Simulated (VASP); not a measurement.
Set up this calculation in VASP 6.6.1, as the native input.

```
Task                   : relaxation of the atoms
Functional             : PBE
Potentials or basis    : VASP PAW PBE potentials, release 64 (Si, O)
Cutoff                 : 520 eV
k mesh                 : 2 × 2 × 2, shifted
Occupations            : gaussian, width 0.02 eV
Spin                   : no spin polarisation
Dipole correction      : no
Further INCAR settings : LREAL = Auto; ALGO = Normal; EDIFF = 1e-06; IBRION = 2; EDIFFG = -0.03; NSW = 60
```

The structure of Si8O17 (a cell with a defect) lies in POSCAR:

```
Si8O17
1.0
    5.0262964608     -5.0262964608      0.0000000000
   -5.0262964608     -5.0262964608      0.0000000000
    0.0000000000      0.0000000000     -7.3717295607
Si O
8 17
Direct
    0.5000000000      0.5000000000      0.0000000000
    0.0000000000      0.5000000000      0.5000000000
    0.0000000000      1.0000000000      1.0000000000
    0.5000000000      1.0000000000      0.5000000000
    0.7500000000      0.2500000000      0.2500000000
    0.2500000000      0.2500000000      0.7500000000
    0.2500000000      0.7500000000      0.2500000000
    0.7500000000      0.7500000000      0.7500000000
    0.9212397464      0.3287602536      0.3750000000
    0.4212397464      0.3287602536      0.8750000000
    0.4170529825      0.8378184471      0.3696000322
    0.9163843549      0.8280724504      0.8678227436
    0.8287602536      0.0787602536      0.1250000000
    0.3370093646      0.0749269492      0.6310054560
    0.3312076172      0.5748796389      0.1296652264
    0.8287602536      0.5787602536      0.6250000000
    0.6712397464      0.4212397464      0.1250000000
    0.1701075346      0.4199446495      0.6291668628
    0.1826726305      0.9278972840      0.1277282661
    0.6712397464      0.9212397464      0.6250000000
    0.5787602536      0.1712397464      0.3750000000
    0.0787602536      0.1712397464      0.8750000000
    0.0718371220      0.6692637166      0.3648946604
    0.5762184679      0.6666948033      0.8590279196
    0.2507149991      0.7532488707      0.7499770753
```

The input as run:

INCAR

```
SYSTEM = Si8O17
ALGO     = Normal         ! electronic algorithm
EDIFF    = 1E-6           ! SCF threshold, eV
EDIFFG   = -0.03          ! ionic threshold
ENCUT    = 520            ! plane-wave cutoff, eV
GGA      = PE             ! functional
IBRION   = 2              ! ionic algorithm
ISIF     = 2              ! what is computed and relaxed
ISMEAR   = 0              ! smearing method
KPAR     = 2            
LASPH    = .TRUE.         ! aspherical terms in the spheres
LCHARG   = .FALSE.        ! write CHGCAR
LREAL    = Auto         
LWAVE    = .FALSE.        ! write WAVECAR
NELM     = 100            ! most SCF steps
NSW      = 60             ! ionic steps
PREC     = Accurate       ! precision mode
SIGMA    = 0.02           ! smearing width, eV
```

KPOINTS

```
Automatic mesh
0
Gamma
  2 2 2
  0.5 0.5 0.5
```

Potentials or basis: VASP PAW PBE potentials, release 64 (Si, O).

Command:

```bash
$ cat potpaw_PBE.64/Si/POTCAR potpaw_PBE.64/O/POTCAR > POTCAR
$ mpirun -np 4 vasp_std > vasp.out
```

It gave:

```yaml
Energy_gained_by_relaxing: 16.0 meV/atom
Ionic_steps: 40
Pressure_after_relaxing: 0.6 GPa
Largest_force_after_relaxing: 0.029 eV/Å
Band_gap_on_the_k_mesh: 0.01 eV
```

Run time: 14 min on 4 MPI ranks on Intel(R) Xeon(R) 6975P-C (Granite Rapids) (shared host), peak memory 0.31 GiB a rank.
